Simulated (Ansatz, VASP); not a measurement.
## Two plane-wave programs on H9ClO4

```
O H Cl
1.0
     5.72967    0.00000    0.00000
     0.00000    5.72967    0.00000
     0.00000    0.00000    5.72967
O H Cl
4 9 1
Cartesian
  4.0982 1.4341 4.0072
  0.6818 5.7039 0.4990
  1.7582 2.2897 2.4602
  2.4164 4.3576 4.4964
  4.9285 1.2315 4.4736
  3.5694 0.6185 4.0601
  1.3464 5.2337 -0.0727
  1.1815 6.1847 1.1916
  1.1560 2.7145 1.8091
  2.6682 2.4819 2.1537
  3.1560 3.8616 4.8999
  2.0633 3.7203 3.8321
  5.4440 4.5720 0.9007
  4.7715 3.3743 0.9251
```

Alike in both runs: functional PBE; k mesh 1 × 1 × 1; occupations fermi-dirac, width 0.05 eV; no spin polarisation.

Ansatz relaxed the structure, and its values are those at the end. VASP's run is a single point on that final structure, the one shown.

|  | VASP | Ansatz |
| --- | --- | --- |
| version | VASP 6.6.1 | Ansatz 0.2.0 |
| potentials or method | VASP PAW PBE potentials, release 64 (O, H, Cl), cutoff 520 eV | scalar-relativistic, plane waves, PAW |
| valence electrons in the cell | 40 | 40 |

Ansatz gave:

```
rms of the force components (eV/Å) : 0.096
```

Problem. What did VASP give for the same quantities?

Solution. rms of the force components (eV/Å): 0.093.

With one functional, cell and mesh, what is left measures potentials, basis and numerics.
